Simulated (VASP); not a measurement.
# LiCl (P6_3/mmc) in VASP: relaxation of cell and atoms with PBE

Aim: the relaxation of cell and atoms of LiCl with PBE.

Everything below comes from runs of VASP 6.6.1. Logs are shortened: lines on timing, memory, paths and dates and some standing lists are left out, and cuts for length are marked.

## (1) The cell of the first run

It takes space group P6_3/mmc (No. 194, hexagonal). Conventional cell: a = 3.174 Å, b = 3.174 Å, c = 5.174 Å, α = 90.00°, β = 90.00°, γ = 120.00°. Within 3.0 Å of Li (site symmetry -3m) lie 6 Cl at 2.24 Å and 2 Li at 2.59 Å. Within 3.0 Å of Cl (site symmetry -6m2) lie 6 Li at 2.24 Å.

## (2) Relaxation of cell and atoms, PBE

File INCAR:

```
SYSTEM = LiCl
PREC = Accurate
ENCUT = 600
EDIFF = 1E-7
ISMEAR = -1
SIGMA = 0.02
LREAL = .FALSE.
LASPH = .TRUE.
NELM = 100
ALGO = Normal
ISIF = 3
LWAVE = .FALSE.
LCHARG = .FALSE.
GGA = PE
IBRION = 2
NSW = 80
EDIFFG = -0.005
```

File KPOINTS:

```
Automatic mesh
0
G
  12 12 4
  0 0 0
```

File POSCAR:

```
LiCl
1.0
    3.1740030600      0.0000000000      0.0000000000
   -1.5870015300      2.7487672816      0.0000000000
    0.0000000000      0.0000000000      5.1736249878
Li Cl
2 2
Direct
    0.0000000000      0.0000000000      0.0000000000
    0.0000000000      0.0000000000      0.5000000000
    0.3333333333      0.6666666667      0.2500000000
    0.6666666667      0.3333333333      0.7500000000
```

Potentials or basis: VASP PAW PBE potentials, release 64 (Li_sv, Cl).

On the command line:

```bash
$ cat potpaw_PBE.64/Li_sv/POTCAR potpaw_PBE.64/Cl/POTCAR > POTCAR
$ mpirun -np 1 vasp_std > vasp.out
```

OUTCAR:

```text
SYSTEM = LiCl
   PREC = Accurate
   ENCUT = 600
   EDIFF = 1E-7
   ISMEAR = -1
   LREAL = .FALSE.
   LASPH = .TRUE.
   NELM = 100
   ISIF = 3
   GGA = PE
   IBRION = 2
   NSW = 80
   EDIFFG = -0.005

 ion  position               nearest neighbor table
   1  0.000  0.000  0.000-   3 2.24   4 2.24   3 2.24   4 2.24   4 2.24   3 2.24   2 2.59   2 2.59

   2  0.000  0.000  0.500-   3 2.24   4 2.24   3 2.24   4 2.24   4 2.24   3 2.24   1 2.59   1 2.59

   3  0.333  0.667  0.250-   1 2.24   2 2.24   1 2.24   2 2.24   1 2.24   2 2.24
   4  0.667  0.333  0.750-   1 2.24   2 2.24   1 2.24   2 2.24   1 2.24   2 2.24

  LATTYP: Found a hexagonal cell.
 ALAT       =     3.1740030600
 C/A-ratio  =     1.6300000000

  Lattice vectors:

 A1 = (   3.1740030600,   0.0000000000,   0.0000000000)
 A2 = (  -1.5870015300,   2.7487672816,   0.0000000000)
 A3 = (   0.0000000000,   0.0000000000,   5.1736249878)

Analysis of symmetry for initial positions (statically):
=====================================================================
 Subroutine PRICEL returns:
 Original cell was already a primitive cell.

 Routine SETGRP: Setting up the symmetry group for a
 hexagonal supercell.

 Subroutine GETGRP returns: Found 24 space group operations
 (whereof 12 operations were pure point group operations)
 out of a pool of 24 trial point group operations.

The static configuration has the point symmetry D_3d.
 The point group associated with its full space group is D_6h.

Analysis of symmetry for dynamics (positions and initial velocities):
=====================================================================
 Subroutine PRICEL returns:
 Original cell was already a primitive cell.

 Routine SETGRP: Setting up the symmetry group for a
 hexagonal supercell.

 Subroutine GETGRP returns: Found 24 space group operations
 (whereof 12 operations were pure point group operations)
 out of a pool of 24 trial point group operations.

The dynamic configuration has the point symmetry D_3d.
 The point group associated with its full space group is D_6h.

 Subroutine INISYM returns: Found 24 space group operations
 (whereof 12 operations are pure point group operations),
 and found     1 'primitive' translations

----------------------------------------------------------------------------------------

                                     Primitive cell

  volume of cell :      45.1378

  direct lattice vectors                    reciprocal lattice vectors
     3.174003060  0.000000000  0.000000000     0.315059558  0.181899720  0.000000000
    -1.587001530  2.748767282  0.000000000     0.000000000  0.363799441  0.000000000
     0.000000000  0.000000000  5.173624988     0.000000000  0.000000000  0.193288072

  length of vectors
     3.174003060  3.174003060  5.173624988     0.363799441  0.363799441  0.193288072

  position of ions in fractional coordinates (direct lattice)
     0.000000000  0.000000000  0.000000000
     0.000000000  0.000000000  0.500000000
     0.333333333  0.666666667  0.250000000
     0.666666667  0.333333333  0.750000000

  ion indices of the primitive-cell ions
   primitive index   ion index
                 1           1
                 2           2
                 3           3
                 4           4

----------------------------------------------------------------------------------------

 KPOINTS: Automatic mesh

Automatic generation of k-mesh.
 Grid dimensions read from file:
 generate k-points for:   12   12    4

 Generating k-lattice:

  Cartesian coordinates                     Fractional coordinates (reciprocal lattice)
     0.026254963  0.015158310  0.000000000     0.083333333  0.000000000  0.000000000
     0.000000000  0.030316620  0.000000000     0.000000000  0.083333333  0.000000000
     0.000000000  0.000000000  0.048322018     0.000000000  0.000000000  0.250000000

  Length of vectors
     0.030316620  0.030316620  0.048322018

  Shift w.r.t. Gamma in fractional coordinates (k-lattice)
     0.000000000  0.000000000  0.000000000

 Subroutine IBZKPT returns following result:
 ===========================================

 Found     57 irreducible k-points:

 Following reciprocal coordinates:
            Coordinates               Weight
  0.000000  0.000000  0.000000      1.000000
  0.083333  0.000000  0.000000      6.000000
  0.166667  0.000000  0.000000      6.000000
  0.250000  0.000000  0.000000      6.000000
  0.333333  0.000000  0.000000      6.000000
  0.416667  0.000000  0.000000      6.000000
[... 16 lines left out ...]
  0.250000  0.000000  0.250000     12.000000
  0.333333  0.000000  0.250000     12.000000
 [... further k-points ...]
   k-points           NKPTS =     57   k-points in BZ     NKDIM =     57   number of bands    NBANDS=     14
   number of dos      NEDOS =    301   number of ions     NIONS =      4
   total plane-waves  NPLWV =  32928
   dimension x,y,z NGX =    28 NGY =   28 NGZ =   42
   dimension x,y,z NGXF=    56 NGYF=   56 NGZF=   84
   ions per type =               2   2
   NGX,Y,Z   is equivalent  to a cutoff of  14.67, 14.67, 13.50 a.u.
   NGXF,Y,Z  is equivalent  to a cutoff of  29.33, 29.33, 26.99 a.u.
 SYSTEM =  LiCl
   PREC   = accura    normal or accurate (medium, high low for compatibility)
   ISTART =      0    job   : 0-new  1-cont  2-samecut
   ICHARG =      2    charge: 1-file 2-atom 10-const
   ISPIN  =      1    spin polarized calculation?
   LNONCOLLINEAR =      F non collinear calculations
   LSORBIT =      F    spin-orbit coupling
   LASPH  =      T    aspherical Exc in radial PAW
   ENCUT  =  600.0 eV  44.10 Ry    6.64 a.u.   6.34  6.34 10.33*2*pi/ulx,y,z
   NELM   =    100;   NELMIN=  2; NELMDL= -5     # of ELM steps
   EDIFF  = 0.1E-06   stopping-criterion for ELM
   LREAL  =      F    real-space projection
   EDIFFG = -.5E-02   stopping-criterion for IOM
   NSW    =     80    number of steps for IOM
   IBRION =      2    ionic relax: 0-MD 1-quasi-New 2-CG
   NFREE  =      1    steps in history (QN), initial steepest desc. (CG)
   ISIF   =      3    stress and relaxation
   ISYM   =      2    0-nonsym 1-usesym 2-fastsym
   POTIM  = 0.5000    time-step for ionic-motion
   TEBEG  =    0.0;   TEEND  =   0.0 temperature during run
   PSTRESS=    0.0 pullay stress
   NELECT =      20.0000    total number of electrons
   NUPDOWN=      -1.0000    fix difference up-down
   EMIN   =  10.00;   EMAX   =-10.00  energy-range for DOS
   EFERMI =   0.00;   METHOD = LEGACY
   ISMEAR =    -1;   SIGMA  =   0.02  broadening in eV -4-tet -1-fermi 0-gaus
   EFERMI_NEDOS =   21; number of points for ismear=-14 and -15
   IALGO  =     38    algorithm
   IMIX   =      4    mixing-type and parameters
     AMIX     =   0.40;   BMIX     =  1.00
     AMIX_MAG =   1.60;   BMIX_MAG =  1.00
  volume/ion in A,a.u.               =      11.28        76.15
  Fermi-wavevector in a.u.,A,eV,Ry     =   1.248068  2.358506 21.193421  1.557672
  Thomas-Fermi vector in A             =   2.382171
   LORBIT       =      0    0 simple, 1 ext, 2 COOP (PROOUT), +10 PAW based schemes
   GGA     = PE    functional components
   LHFCALC =     F    Hartree Fock is set to
   AEXX    =    0.0000 exact exchange contribution
   IVDW    =     0    specifies the selected vdW correction
   LEPSILON=     F    determine dielectric tensor
   LRPA    =     F    only Hartree local field effects (RPA)
 conjugate gradient relaxation of ions
 non-spin polarized calculation
  energy-cutoff  :      600.00
  volume of cell :       45.14
 maximum number of plane-waves:      1524
 NGX is ok and might be reduce to    28
   NGX = 13   NGY = 13   NGZ = 21

--------------------------------------- Ionic step        1  -------------------------------------------

 number of electron      20.0000004 magnetization

 Free energy of the ion-electron system (eV)
  ---------------------------------------------------
  ext. energy  EPLUGINS =         0.00000000
  ---------------------------------------------------
  free energy    TOTEN  =       -13.11257684 eV

  energy without entropy =      -13.11257684  energy(sigma->0) =      -13.11257684

 E-fermi :   5.0337     XC(G=0): -10.5777

 val. band max:        4.4952309858   @ k =   0.0000   0.0000   0.0000
 cond. band min:      11.4639727836   @ k =   0.0000   0.0000   0.0000
 fundamental gap:      6.9687417978
 Fermi energy:         5.0336610317

 k-point     1 :       0.0000    0.0000    0.0000
  band No.  band energies     occupation
      1     -38.8848      2.00000
      2     -38.8378      2.00000
      3     -10.8979      2.00000
      4      -9.6188      2.00000
      5      -0.3883      2.00000
      6       3.9583      2.00000
      7       3.9583      2.00000
      8       4.4011      2.00000
      9       4.4011      2.00000
     10       4.4952      2.00000
     11      11.4640      0.00000
     12      13.9824      0.00000
[... 905 lines left out ...]
  band No.  band energies     occupation
      1     -43.0194      2.00000
      2     -43.0136      2.00000
      3     -12.3986      2.00000
      4     -12.1407      2.00000
      5      -1.9011      2.00000
      6      -1.4819      2.00000
      7      -1.0291      2.00000
      8      -0.2585      2.00000
      9       0.0896      2.00000
     10       0.2565      2.00000
     11       7.9554      0.00000
     12       8.9604      0.00000
     13       9.8489      0.00000
     14      10.4175      0.00000

 [... further k-points ...]

[... ionic steps 4 to 7 ...]

--------------------------------------- Ionic step        8  -------------------------------------------

 number of electron      19.9999979 magnetization

------------------------ aborting loop because EDIFF is reached ----------------------------------------

  FORCE on cell =-STRESS in cart. coord.  units (eV):
  Direction    XX          YY          ZZ          XY          YZ          ZX
  --------------------------------------------------------------------------------------
  -------------------------------------------------------------------------------------
  Total        0.0216707      0.0216707      0.1300459      0.0000000     -0.0000000     -0.0000000
  in kB        0.5168980      0.5168980      3.1019071      0.0000000     -0.0000000     -0.0000000
  external PRESSURE =       1.3785677 kB  Pullay stress =       0.0000000 kB
[... 61 lines left out ...]
  energy  without entropy=      -14.6866033318  energy(sigma->0) =      -14.68660333

--------------------------------------- Ionic step       10  -------------------------------------------

 number of electron      19.9999977 magnetization

 Free energy of the ion-electron system (eV)
  ---------------------------------------------------
  ext. energy  EPLUGINS =         0.00000000
  ---------------------------------------------------
  free energy    TOTEN  =       -14.68672076 eV

  energy without entropy =      -14.68672076  energy(sigma->0) =      -14.68672076

 E-fermi :   1.0707     XC(G=0):  -8.7337

 val. band max:        0.6349924477   @ k =   0.0833   0.0000   0.0000
 cond. band min:       6.9619590711   @ k =   0.0000   0.0000   0.0000
 fundamental gap:      6.3269666234
 Fermi energy:         1.0707062239

 k-point     1 :       0.0000    0.0000    0.0000
  band No.  band energies     occupation
      1     -42.9705      2.00000
      2     -42.9629      2.00000
      3     -12.8190      2.00000
      4     -12.3037      2.00000
      5      -2.2505      2.00000
      6       0.4237      2.00000
      7       0.4237      2.00000
      8       0.4673      2.00000
      9       0.6308      2.00000
     10       0.6308      2.00000
     11       6.9620      0.00000
     12       7.3767      0.00000
[... 424 lines left out ...]
  FREE ENERGIE OF THE ION-ELECTRON SYSTEM (eV)
  ---------------------------------------------------
  free  energy   TOTEN  =       -14.6867207617 eV

  energy  without entropy=      -14.6867207617  energy(sigma->0) =      -14.68672076

 reached required accuracy - stopping structural energy minimisation
```

Run time: 4.9 min. Hardware: 1 thread of Intel Xeon 6975P-C (Granite Rapids), shared host; peak memory 0.19 GiB.

Results:

```yaml
Free_energy: -14.6867 eV
Relaxed_volume: 16.84 Å³/atom
Relaxed_cell: a = 3.589 Å, b = 3.589 Å, c = 6.039 Å, α = 90.00°, β = 90.00°, γ = 120.00°
Space_group_after_relaxing_to_0.05_Å: P6_3/mmc (No. 194)
Energy_gained_by_relaxing: 393.5 meV/atom
Ionic_steps: 10
Pressure_after_relaxing: 0.0 GPa
Band_gap_on_the_k_mesh: 6.33 eV, indirect (the least direct gap lies 4.2 meV higher)
```

The path:
```csv
step,energy change (eV),largest force (eV/Å),pressure (GPa),volume (Å³)
1,0.0000,0.0000,31.73,45.14
2,-1.4998,0.0000,3.97,61.37
3,-1.5611,0.0000,1.29,65.15
4,-1.5249,0.0000,-2.42,73.16
5,-1.5703,0.0000,-0.15,67.71
6,-1.5702,0.0000,0.12,67.20
7,-1.5726,0.0000,0.13,67.19
8,-1.5739,0.0000,0.14,67.17
9,-1.5740,0.0000,0.14,67.16
10,-1.5741,0.0000,0.03,67.37
```

Final structure:
```
CELL_PARAMETERS angstrom
3.58902 0.00000 0.00000
-1.79451 3.10818 0.00000
0.00000 0.00000 6.03942
ATOMIC_POSITIONS crystal
Li 0.00000 0.00000 0.00000
Li 0.00000 0.00000 0.50000
Cl 0.33333 0.66667 0.25000
Cl 0.66667 0.33333 0.75000
```

Levels at points of the mesh, in eV from the valence-band top:
```
           k point  band 8  band 9  band 10  band 11  band 12  band 13
(0.00, 0.00, 0.00)   -0.17    0.00     0.00     6.33     6.74    10.29
(0.50, 0.00, 0.00)   -1.07   -0.75    -0.29     7.12     8.23     8.86
(0.00, 0.00, 0.50)   -0.11   -0.11    -0.11     7.16     7.16    10.49
(0.50, 0.00, 0.50)   -0.91   -0.71    -0.71     7.54     7.54     8.70
```

Caveat: the cutoff is under 1.25 times the usual one of these potentials, so pressure, stress and relaxed cells hold a basis-set (Pulay) error; the volume moved by over 15 % at a fixed basis, so the end points are rough. A k mesh can miss the band edges.
